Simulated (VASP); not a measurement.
Set up this calculation in VASP 6.6.1, as the native input.

* Task: single point
* Functional: PBEsol
* Potentials or basis: VASP PAW PBE potentials, release 64 (Se)
* Cutoff: 520 eV
* k mesh: 6 × 6 × 6
* Occupations: fermi-dirac, width 0.01 eV
* Spin: no spin polarisation
* Dipole correction: no
* Further INCAR settings: ALGO = Normal; EDIFF = 1e-06; NBANDS = 27

The structure of Se lies in POSCAR:

```
Se
1.0
    5.7285624299      3.3515000981      1.5659392666
   -5.6334372939      3.2378801009      1.4523192694
   -0.0508352360     -6.5450902991      1.4107314640
Se
6
Direct
    0.2806600000      0.1625100000      0.9181800000
    0.9181800000      0.2806600000      0.1625100000
    0.1625100000      0.9181800000      0.2806600000
    0.7193400000      0.8374900000      0.0818200000
    0.0818200000      0.7193400000      0.8374900000
    0.8374900000      0.0818200000      0.7193400000
```

This cell differs from its parent crystal: equal xy, yz and zx shear strains of +2 %.

The input as run:

INCAR

```
ALGO = Normal
EDIFF = 1E-6
ENCUT = 520
GGA = PS
ISIF = 2
ISMEAR = -1
LASPH = T
LCHARG = F
LREAL = F
LWAVE = F
NBANDS = 27
NELM = 60
PREC = Accurate
SIGMA = 0.01
```

KPOINTS

```
k-points
0
Gamma
  6 6 6
```

Potentials or basis: VASP PAW PBE potentials, release 64 (Se).

The run is started by

```bash
$ cat potpaw_PBE.64/Se/POTCAR > POTCAR
$ mpirun -np 1 vasp_std > vasp.out
```

Results of the run:

The pressure is 0.4 GPa. The largest force is 0.557 eV/Å and the band gap on the k mesh is 1.05 eV (least direct gap 1.29 eV).

Caveat: the cell differs from its parent crystal (equal xy, yz and zx shear strains of +2 %); this functional lacks dispersion, which holds the molecules together, so the pressure and a relaxed volume are unreliable; the PAW data sets were made with another functional, which shifts forces and pressure a little.

It took 6.1 min on 1 thread of Intel(R) Xeon(R) Platinum 8488C (Sapphire Rapids), with other jobs on the host, peak memory 0.58 GiB.
